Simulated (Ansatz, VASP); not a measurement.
**Y in VASP and in Ansatz**

Contents of INCAR:

```
PREC     = Accurate       # precision mode
ENCUT    = 600            # plane-wave cutoff, eV
EDIFF    = 1E-6           # SCF threshold, eV
ISMEAR   = -1             # smearing method
SIGMA    = 0.1            # smearing width, eV
LREAL    = F              # projectors in reciprocal space
LASPH    = T              # aspherical terms in the spheres
NELM     = 100            # most SCF steps
ALGO     = Normal         # electronic algorithm
ISIF     = 3              # what is computed and relaxed
LWAVE    = F              # write WAVECAR
LCHARG   = F              # write CHGCAR
GGA      = B5             # functional
ALDAX    = 1.0          
AGGAX    = 1.0          
AGGAC    = 1.0          
ALDAC    = 0.0          
IBRION   = 2              # ionic algorithm
NSW      = 80             # ionic steps
EDIFFG   = -0.01          # ionic threshold
```

The input KPOINTS:

```
Automatic mesh
0
Gamma
  10 10 6
```

File POSCAR:

```
Y
1.0
    3.6473995420      0.0000000000      0.0000000000
   -1.8236997710      3.1587406611      0.0000000000
    0.0000000000      0.0000000000      5.7306000000
Y
2
Direct
    0.3333333333      0.6666666667      0.2500000000
    0.6666666667      0.3333333333      0.7500000000
```

Input for Ansatz:

```yaml
crystal:
  lattice:
    - [3.647399542, 0.0, 0.0]
    - [-1.823699771, 3.1587406611, 0.0]
    - [0.0, 0.0, 5.7306]
  atoms:
    - { symbol: "Y", position: [0.3333333333, 0.6666666667, 0.25] }
    - { symbol: "Y", position: [0.6666666667, 0.3333333333, 0.75] }
hamiltonian:
  xc: blyp
  pseudopotentials:
    kind: paw
    azcp:
      "Y": "pseudopotentials/Y.paw.azcp"
basis:
  ecutwfc: 420
  fft_grid_basis: typed
kpoints:
  mp_grid: { grid: [10, 10, 6], shift: [0, 0, 0] }
magnetization:
  spin_polarized: false
scf:
  occupations: { method: fermi_dirac, width: 0.1 }
relax:
  max_steps: 60
  f_tol: 0.01
  cell: {}
```

Alike in both runs: task relaxation of cell and atoms; functional BLYP; k mesh 10 × 10 × 6; occupations fermi-dirac, width 0.1 eV; no spin polarisation.

```csv
,VASP,Ansatz
version,VASP 6.6.1,Ansatz 0.2.0
potentials or method,"VASP PAW PBE potentials, release 64 (Y_sv), cutoff 600 eV","plane waves (420 eV) with PAW, scalar-relativistic"
valence electrons in the cell,22,22
```

Ansatz gave:

```
relaxed volume (Å³/atom)                                     : 33.80
relaxed cell length with the largest relative difference (Å) : 5.748
```

Task: What did VASP give for the same quantities?

Result: Relaxed volume (Å³/atom): 33.74; relaxed cell length with the largest relative difference (Å): 5.740.

VASP's potentials were made for PBE, not for BLYP.
